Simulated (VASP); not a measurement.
# Bi2Te3 (R3m) in VASP: further runs, part 2 of 2

VASP 6.6.1. Earlier steps stand in the parts before.

## Step 5: Single point, PBE

This run uses another cell than the first one, of 32.77 Å³/atom.

Contents of INCAR:

```
SYSTEM = Bi2Te3
PREC = Accurate ; ENCUT = 520
EDIFF = 1E-6 ; ISMEAR = -1
SIGMA = 0.05 ; LREAL = .FALSE.
LASPH = .TRUE. ; NELM = 60
ALGO = Normal ; ISIF = 2
LWAVE = .FALSE. ; LCHARG = .FALSE.
GGA = PE ; NBANDS = 32
```

Contents of KPOINTS:

```
regular mesh
0
G
  6 6 6
  0 0 0
```

Contents of POSCAR:

```
Bi2Te3
1.0
    2.1899402990      1.2643625522      9.8630776111
   -2.1899402990      1.2643625522      9.8630776111
    0.0000000000     -2.5287251044      9.8630776111
Bi Te
2 3
Direct
    0.1880000000      0.1880000000      0.1880000000
    0.5980000000      0.5980000000      0.5980000000
    0.3890000000      0.3890000000      0.3890000000
    0.8000000000      0.8000000000      0.8000000000
    0.0000000000      0.0000000000      0.0000000000
```

The run is started by

```bash
> cat potpaw_PBE.64/Bi_d/POTCAR potpaw_PBE.64/Te/POTCAR > POTCAR
> mpirun -np 1 vasp_std > vasp.out
```

Run time: 11 min. Hardware: 1 thread of AMD EPYC 9R45 (Zen 5), shared host; peak memory 0.92 GiB.

Results (log left out):

```
Free energy            : -16.8413 eV
Pressure               : 3.1 GPa
Largest force          : 1.332 eV/Å
Band gap on the k mesh : zero (bands 24 and 25 overlap by 0.09 eV)
```

Forces in eV/Å, atoms in the order of the input:
```
Bi   0.000  0.000  1.001
Bi   0.000  0.000  0.460
Te   0.000  0.000  0.860
Te   0.000  0.000 -0.990
Te   0.000  0.000 -1.332
```

Stress tensor (GPa, compression positive):
```
3.37 0.00 0.00
0.00 3.37 0.00
0.00 0.00 2.45
```

Levels at points of the mesh, in eV from the Fermi level:
| k point | band 22 | band 23 | band 24 | band 25 | band 26 | band 27 |
| --- | --- | --- | --- | --- | --- | --- |
| (0.00, 0.00, 0.00) | -0.46 | -0.46 | -0.43 | -0.04 | 0.29 | 0.29 |
| (0.50, 0.00, 0.00) | -2.25 | -0.31 | -0.23 | -0.11 | 0.46 | 2.59 |
| (0.50, 0.50, 0.00) | -1.85 | -1.10 | -0.49 | 0.37 | 1.13 | 1.82 |
| (0.50, 0.50, 0.50) | -0.84 | -0.71 | -0.71 | 0.45 | 0.89 | 0.89 |

Caveat: the cell stands under pressure; spin-orbit coupling is left out, which moves the levels of the heavy elements; forces of over 1 eV/Å act on the atoms, so gaps and moduli don't describe the material at rest.

## Step 6: Single point, PBE

This run uses another cell than the first one, of 33.61 Å³/atom.

Contents of INCAR:

```
PREC     = Accurate       # precision mode
ENCUT    = 520            # plane-wave cutoff, eV
EDIFF    = 1E-6           # SCF threshold, eV
ISMEAR   = -1             # smearing method
SIGMA    = 0.05           # smearing width, eV
LREAL    = F              # projectors in reciprocal space
LASPH    = T              # aspherical terms in the spheres
NELM     = 60             # most SCF steps
ALGO     = Normal         # electronic algorithm
ISIF     = 2              # what is computed and relaxed
LWAVE    = F              # write WAVECAR
LCHARG   = F              # write CHGCAR
GGA      = PE             # functional
NBANDS   = 32             # bands
```

Contents of KPOINTS:

```
regular mesh
0
Gamma
  6 6 6
```

POSCAR: that of step 5 with these lines changed.

```diff
@@ -2,5 +2,5 @@
 1.0
-    2.1899402990      1.2643625522      9.8630776111
-   -2.1899402990      1.2643625522      9.8630776111
-    0.0000000000     -2.5287251044      9.8630776111
+    2.2085000000      1.2750780000      9.9466670000
+   -2.2085000000      1.2750780000      9.9466670000
+    0.0000000000     -2.5501560000      9.9466670000
 Bi Te
```

Potentials or basis: VASP PAW PBE potentials, release 64 (Bi_d, Te).

The run is started by

```bash
> cat potpaw_PBE.64/Bi_d/POTCAR potpaw_PBE.64/Te/POTCAR > POTCAR
> mpirun -np 1 vasp_std > vasp.out
```

Run time: 9.9 min. Hardware: 1 thread of AMD EPYC 9R45 (Zen 5), shared host; peak memory 0.93 GiB.

Results (log left out):

```yaml
Free_energy: -16.9034 eV
Pressure: 1.6 GPa
Largest_force: 1.244 eV/Å
Band_gap_on_the_k_mesh: zero (bands 24 and 25 overlap by 0.10 eV)
```

Forces on the atoms (eV/Å):
```
Bi   0.000  0.000  0.864
Bi   0.000  0.000  0.477
Te   0.000  0.000  0.733
Te   0.000  0.000 -0.830
Te   0.000  0.000 -1.244
```

Stress tensor (GPa, compression positive):
```
1.96 0.00 0.00
0.00 1.96 0.00
0.00 0.00 1.00
```

Levels at points of the mesh, in eV from the Fermi level:
| k point | band 22 | band 23 | band 24 | band 25 | band 26 | band 27 |
| --- | --- | --- | --- | --- | --- | --- |
| (0.00, 0.00, 0.00) | -0.44 | -0.42 | -0.42 | -0.05 | 0.31 | 0.31 |
| (0.50, 0.00, 0.00) | -2.16 | -0.27 | -0.22 | -0.10 | 0.48 | 2.54 |
| (0.50, 0.50, 0.00) | -1.80 | -1.04 | -0.46 | 0.38 | 1.15 | 1.78 |
| (0.50, 0.50, 0.50) | -0.85 | -0.67 | -0.67 | 0.44 | 0.89 | 0.89 |

Caveat: spin-orbit coupling is left out, which moves the levels of the heavy elements; forces of over 1 eV/Å act on the atoms, so gaps and moduli don't describe the material at rest.

## Step 7: Single point, PBE

This run uses another cell than the first one, of 34.45 Å³/atom.

Contents of INCAR:

```
SYSTEM = Bi2Te3
PREC = Accurate
ENCUT = 520
EDIFF = 1E-6
ISMEAR = -1
SIGMA = 0.05
LREAL = .False.
LASPH = .True.
NELM = 60
ALGO = Normal
ISIF = 2
LWAVE = .False.
LCHARG = .True.
GGA = PE
LELF = .True.
LVHAR = .True.
NBANDS = 32
```

Contents of KPOINTS:

```
regular mesh
0
Gamma
  6 6 6
  0 0 0
```

POSCAR: that of step 6 with these lines changed.

```diff
@@ -2,5 +2,5 @@
 1.0
-    2.2085000000      1.2750780000      9.9466670000
-   -2.2085000000      1.2750780000      9.9466670000
-    0.0000000000     -2.5501560000      9.9466670000
+    2.2267528939      1.2856163126     10.0288745875
+   -2.2267528939      1.2856163126     10.0288745875
+    0.0000000000     -2.5712326252     10.0288745875
 Bi Te
```

The run is started by

```bash
> cat potpaw_PBE.64/Bi_d/POTCAR potpaw_PBE.64/Te/POTCAR > POTCAR
> mpirun -np 1 vasp_std > vasp.out
```

Run time: 11 min. Hardware: 1 thread of AMD EPYC 9R45 (Zen 5), shared host; peak memory 0.9 GiB.

Results (log left out):

| Quantity | Value |
| --- | --- |
| Free energy | -16.9306 eV |
| Pressure | 0.4 GPa |
| Largest force | 1.161 eV/Å |
| Band gap on the k mesh | zero (bands 24 and 25 overlap by 0.10 eV) |

Forces in eV/Å, atoms in the order of the input:
```
Bi   0.000  0.000  0.737
Bi   0.000  0.000  0.492
Te   0.000  0.000  0.615
Te   0.000  0.000 -0.683
Te   0.000  0.000 -1.161
```

Stress tensor (GPa, compression positive):
```
 0.74  0.00  0.00
 0.00  0.74  0.00
 0.00  0.00 -0.27
```

Levels at points of the mesh, in eV from the Fermi level:
| k point | band 20 | band 21 | band 22 | band 23 | band 24 | band 25 | band 26 | band 27 | band 28 | band 29 |
| --- | --- | --- | --- | --- | --- | --- | --- | --- | --- | --- |
| (0.00, 0.00, 0.00) | -2.03 | -2.03 | -0.45 | -0.39 | -0.39 | -0.06 | 0.33 | 0.33 | 2.13 | 2.13 |
| (0.50, 0.00, 0.00) | -3.14 | -3.10 | -2.08 | -0.25 | -0.22 | -0.09 | 0.49 | 2.47 | 2.75 | 3.38 |
| (0.50, 0.50, 0.00) | -2.83 | -2.21 | -1.74 | -0.99 | -0.44 | 0.39 | 1.16 | 1.73 | 2.47 | 2.58 |
| (0.50, 0.50, 0.50) | -2.00 | -1.76 | -0.86 | -0.62 | -0.62 | 0.44 | 0.88 | 0.88 | 1.66 | 1.66 |

Caveat: spin-orbit coupling is left out, which moves the levels of the heavy elements; forces of over 1 eV/Å act on the atoms, so gaps and moduli don't describe the material at rest.

## Step 8: Overview

```csv
cell,gap on the mesh (eV),pressure (GPa),largest force (eV/Å)
"a = 9.914 Å, angles 24.8°, 5 atoms",none,8.7,1.63
"a = 10.005 Å, angles 24.8°, 5 atoms",none,6.6,1.52
"a = 10.094 Å, angles 24.8°, 5 atoms",none,4.7,1.43
"a = 10.182 Å, angles 24.8°, 5 atoms",none,3.1,1.33
"a = 10.268 Å, angles 24.8°, 5 atoms",none,1.6,1.24
"a = 10.353 Å, angles 24.8°, 5 atoms",none,0.4,1.16
```

Alike in all rows: task single point; level PBE; potentials or basis VASP PAW PBE potentials, release 64 (Bi_d, Te); no spin polarisation; k mesh 6 × 6 × 6; cutoff (eV) 520; smearing fermi-dirac 0.05 eV.

Caveats: spin-orbit coupling is left out, which moves the levels of the heavy elements; forces of over 1 eV/Å act on the atoms, so gaps and moduli don't describe the material at rest; the cell stands under pressure (at least some runs).

Total energies depend on the potentials used, so only differences within one code and one set of settings carry meaning.
